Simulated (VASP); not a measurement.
Runs of VASP 6.6.1 on SiC. The structure is that of space group P6_3mc (No. 186), or close to it. The cells are those of the table. 

```tsv
task	level	cell	k mesh	cutoff (eV)	smearing	gap on the mesh (eV)	pressure (GPa)
single point	PBE	a = 3.094, b = 3.094, c = 10.130 Å, angles 90.0, 90.0, 120.0°, 8 atoms	12 × 12 × 2	520	fermi-dirac 0.02 eV	2.22	(a)
single point	r2SCAN	a = 3.078, b = 3.078, c = 10.077 Å, angles 90.0, 90.0, 120.0°, 8 atoms	12 × 12 × 2	520	fermi-dirac 0.02 eV	2.61	-0.2
single point	PBE	a = 3.078, b = 3.078, c = 10.077 Å, angles 90.0, 90.0, 120.0°, 8 atoms	12 × 12 × 4	520	fermi-dirac 0.02 eV	2.23	3.5
single point	r2SCAN	a = 3.078, b = 3.078, c = 10.077 Å, angles 90.0, 90.0, 120.0°, 8 atoms	12 × 12 × 4	520	gaussian 0.01 eV	2.61	-0.2
relaxation of cell and atoms	PBE	relaxed from a = 3.076, b = 3.076, c = 10.071 Å, angles 90.0, 90.0, 120.0°, 8 atoms	12 × 12 × 2	600	fermi-dirac 0.02 eV	2.22	0.1
```

Alike in all rows: potentials or basis VASP PAW PBE potentials, release 64 (Si, C); no spin polarisation.

**Question.** Fill in the values left out.

**Answer.** (a) 0.0.

Caveats: the PAW data sets were made with another functional, which shifts forces and pressure a little (some runs).

A k mesh can miss the band edges.
